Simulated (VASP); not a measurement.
Set up this calculation in VASP 6.6.1, as the native input.

```yaml
Task: single point
Functional: PBE
Potentials_or_basis: VASP PAW PBE potentials, release 64 (Ta_pv, N)
Cutoff: 520 eV
k_mesh: 11 × 11 × 11
Occupations: fermi-dirac, width 0.02 eV
Spin: collinear spin
Starting_moments: "[2.0, 0.0] μB"
Dipole_correction: no
Further_INCAR_settings: ALGO = Normal; EDIFF = 1e-07; NBANDS = 19
```

The structure of TaN lies in POSCAR:

```
TaN
1.0
    0.0000000000      2.1790000000      2.1790000000
    2.1790000000      0.0000000000      2.1790000000
    2.1790000000      2.1790000000      0.0000000000
Ta N
1 1
Direct
    0.5000000000      0.5000000000      0.5000000000
    0.0000000000      0.0000000000      0.0000000000
```

One way to write it, as run:

INCAR

```
PREC     = Accurate       # precision mode
ENCUT    = 520            # plane-wave cutoff, eV
EDIFF    = 1E-7           # SCF threshold, eV
ISMEAR   = -1             # smearing method
SIGMA    = 0.02           # smearing width, eV
LREAL    = False          # projectors in reciprocal space
LASPH    = True           # aspherical terms in the spheres
NELM     = 150            # most SCF steps
ALGO     = Normal         # electronic algorithm
ISIF     = 2              # what is computed and relaxed
LWAVE    = False          # write WAVECAR
LCHARG   = False          # write CHGCAR
ISPIN    = 2              # spin polarisation
MAGMOM   = 2 0            # initial moments
LORBIT   = 11             # projections on sites
LMAXMIX  = 4              # l up to which the mixer works
GGA      = PE             # functional
NBANDS   = 19             # bands
```

KPOINTS

```
Automatic mesh
0
Gamma
  11 11 11
```

Potentials or basis: VASP PAW PBE potentials, release 64 (Ta_pv, N).

Command:

```console
$ cat potpaw_PBE.64/Ta_pv/POTCAR potpaw_PBE.64/N/POTCAR > POTCAR
$ mpirun -np 1 vasp_std > vasp.out
```

Results of the run:

```
Pressure                                              : 15.5 GPa
Band gap on the k mesh                                : zero (filled and empty bands overlap)
Net moment                                            : 0.00 μB per cell
Valence electrons inside the program's atomic spheres : Ta 9.01; N 3.79
```

Caveat: the cell stands under pressure; spin-orbit coupling is left out, which moves the levels of the heavy elements.

Run time: 16 s on 1 thread of Intel(R) Xeon(R) 6975P-C (Granite Rapids), with other jobs on the host, peak memory 0.17 GiB.
